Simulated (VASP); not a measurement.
Here is a VASP 6.6.1 calculation.

POSCAR

```
HgTe
1.0
    3.7903382814      0.0000000000      0.0000000000
    0.0000000000      3.7903382814      0.0000000000
    0.0000000000      0.0000000000      3.7903382814
Hg Te
1 1
Direct
    0.0000000000      0.0000000000      0.0000000000
    0.5000000000      0.5000000000      0.5000000000
```

The input INCAR.step1:

```
PREC = Accurate ; ENCUT = 520
ISMEAR = -1 ; SIGMA = 0.02
LREAL = F ; LASPH = T
NELM = 60 ; NBANDS = 16
GGA = PE ; ALGO = Normal
EDIFF = 1E-4 ; LWAVE = T
LCHARG = F
```

Contents of INCAR.step2:

```
PREC = Accurate ; ENCUT = 520
EDIFF = 1E-6 ; ISMEAR = -1
SIGMA = 0.02 ; LREAL = F
LASPH = T ; NELM = 60
ALGO = Normal ; ISIF = 2
LWAVE = F ; LCHARG = F
METAGGA = R2SCAN ; LMIXTAU = T
NBANDS = 16 ; ISTART = 1
```

The input KPOINTS:

```
Automatic mesh
0
Gamma
  4 4 4
```

Potentials or basis: VASP PAW PBE potentials, release 64 (Hg, Te).

Command:

```console
$ cat potpaw_PBE.64/Hg/POTCAR potpaw_PBE.64/Te/POTCAR > POTCAR
$ cp INCAR.step1 INCAR
$ mpirun -np 1 vasp_std > vasp.out
$ cp INCAR.step2 INCAR
$ mpirun -np 1 vasp_std > vasp.out
```

Q: What does it give for the pressure?

A: 0.2 GPa.

Q: What does it give for the band gap on the k mesh?

A: Zero (band 9 reaches 5.20 eV, above the bottom of band 10 at 3.63 eV).

Caveat: the k points lie up to 0.41 Å⁻¹ apart; the PAW data sets were made with another functional, which shifts forces and pressure a little; spin-orbit coupling is left out, which moves the levels of the heavy elements.
